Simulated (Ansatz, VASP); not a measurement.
## One calculation of SiF, two programs

```xyz
2
Lattice="1.9025 -3.6687 0.0000 1.9025 3.6687 0.0000 0.0000 0.0000 2.4324" Properties=species:S:1:pos:R:3 pbc="T T T"
Si    1.9025    0.0000    0.0000
F     0.0000    0.0000    0.0000
```

Alike in both runs: functional PBE; k mesh 6 × 6 × 7; occupations gaussian, width 0.2 eV; no spin polarisation.

Ansatz relaxed the structure, and its values are those at the end. VASP's run is a single point on that final structure, the one shown.

```csv
,VASP,Ansatz
version,VASP 6.6.1,Ansatz 0.2.0
potentials or method,"VASP PAW PBE potentials, release 64 (Si, F), cutoff 600 eV","scalar-relativistic, plane waves, PAW"
valence electrons in the cell,11,11
```

```csv
,VASP,Ansatz,Ansatz less VASP
gap on the k mesh at the Fermi level (eV),none,none,-
pressure (GPa),0.1,0.2,+0.06
```

A gap of «none» marks a metal or a gap that the smearing closes.

The k mesh is coarse, so the values compare programs but aren't converged.
